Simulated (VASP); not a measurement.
**Al2Pt: electric field gradients with LDA**

Al2Pt:

```xyz
3
Lattice="0.0000 2.9746 2.9746 2.9746 0.0000 2.9746 2.9746 2.9746 0.0000" Properties=species:S:1:pos:R:3 pbc="T T T"
Al    1.4873    1.4873    1.4873
Al    4.4619    4.4619    4.4619
Pt    0.0000    0.0000    0.0000
```

This cell differs from its parent crystal: volume scaled by 1.02.

```json
{
  "Program": "VASP 6.6.1",
  "Task": "electric field gradients",
  "Functional": "LDA",
  "Potentials or basis": "VASP PAW LDA potentials, release 64 (Al, Pt)",
  "Cutoff": "520 eV",
  "k mesh": "12 × 12 × 12",
  "Occupations": "fermi-dirac, width 0.08 eV",
  "Spin": "no spin polarisation",
  "Dipole correction": "no",
  "Further INCAR settings": "ALGO = Normal; EDIFF = 1e-08; NBANDS = 15"
}
```

* Pressure: -6.0 GPa
* Band gap on the k mesh: zero (band 8 reaches 11.29 eV, above the bottom of band 9 at 5.93 eV)

Levels at points of the mesh, in eV from the Fermi level:
```
           k point  band 5  band 6  band 7  band 8  band 9  band 10  band 11  band 12
(0.00, 0.00, 0.00)   -3.65   -3.65    2.65    3.79    3.79     3.79     5.27     5.27
(0.50, 0.00, 0.00)   -3.69   -3.44   -3.44    1.00    1.00     3.64     5.05     5.05
(0.50, 0.50, 0.00)   -3.76   -3.39   -3.17   -1.57   -1.57     2.94     3.32     8.07
```

Wall time 25 s on 1 thread of Intel(R) Xeon(R) Platinum 8559C (Emerald Rapids) (shared host), peak memory 0.19 GiB.

Caveat: without QUAD_EFG the Cq values of the log hold for a quadrupole moment of 1 mb, not for the nuclei; spin-orbit coupling is left out, which moves the levels of the heavy elements.
